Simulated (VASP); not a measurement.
ZnS, 2 atoms in the cell. Symmetry: F-43m, No. 216, cubic system. Conventional cell: a = 5.356 Å, b = 5.356 Å, c = 5.356 Å, α = 90.00°, β = 90.00°, γ = 90.00°. Zn (site symmetry -43m) has 4 S at 2.32 Å within 3.1 Å. Within 3.1 Å of S (site symmetry -43m) lie 4 Zn at 2.32 Å. 

```yaml
Program: VASP 6.6.1
Task: vibrations by perturbation theory
Functional: PBEsol
Potentials_or_basis: VASP PAW PBE potentials, release 64 (Zn, S)
Cutoff: 520 eV
k_mesh: 8 × 8 × 8
Occupations: gaussian, width 0.01 eV
Spin: no spin polarisation
Dipole_correction: no
Further_INCAR_settings: ALGO = Normal; EDIFF = 1e-08; NBANDS = 16; IBRION = 8; NSW = 1
```

Potentials or basis: VASP PAW PBE potentials, release 64 (Zn, S).

Launch:

```sh
$ cat potpaw_PBE.64/Zn/POTCAR potpaw_PBE.64/S/POTCAR > POTCAR
$ mpirun -np 1 vasp_std > vasp.out
```

Hardware: 1 thread of Intel Xeon 8259CL (shared host).

Q: How long does it take, and how much memory?

A: Wall time 3.8 min on 1 thread of Intel Xeon 8259CL, with other jobs on the host, peak memory 0.28 GiB. Counts: scf iterations 38, k points 29.
